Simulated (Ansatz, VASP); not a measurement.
**BN in VASP and in Ansatz**

```
CELL_PARAMETERS angstrom
2.46608 0.00000 0.00000
-1.23304 2.13569 0.00000
0.00000 0.00000 7.08898
ATOMIC_POSITIONS crystal
B 0.33333 0.66667 0.25000
B 0.66667 0.33333 0.75000
N 0.33333 0.66667 0.75000
N 0.66667 0.33333 0.25000
```

Alike in both runs: task single point; functional LDA; k mesh 12 × 12 × 4; occupations gaussian, width 0.05 eV; no spin polarisation.

|  | VASP | Ansatz |
| --- | --- | --- |
| version | VASP 6.6.1 | Ansatz 0.2.0 |
| potentials or method | VASP PAW LDA potentials, release 64 (B, N), cutoff 520 eV | scalar-relativistic, plane waves, PAW |
| valence electrons in the cell | 16 | 16 |

|  | VASP | Ansatz | Ansatz less VASP |
| --- | --- | --- | --- |
| gap on the k mesh at the Fermi level (eV) | 4.25 | 4.26 | +0.012 |
| least direct gap on the mesh (eV) | 4.63 | 4.63 | +0.006 |
| pressure (GPa) | 6.6 | 6.0 | -0.58 |
| traceless stress, the component that is largest in VASP (GPa) | -8.08 | -7.33 | +0.753 |

Ansatz warns that its potentials were made for another functional, while VASP's fit it. LDA's correlation is that of Perdew and Zunger in VASP and of Perdew and Wang (1992) in Ansatz.
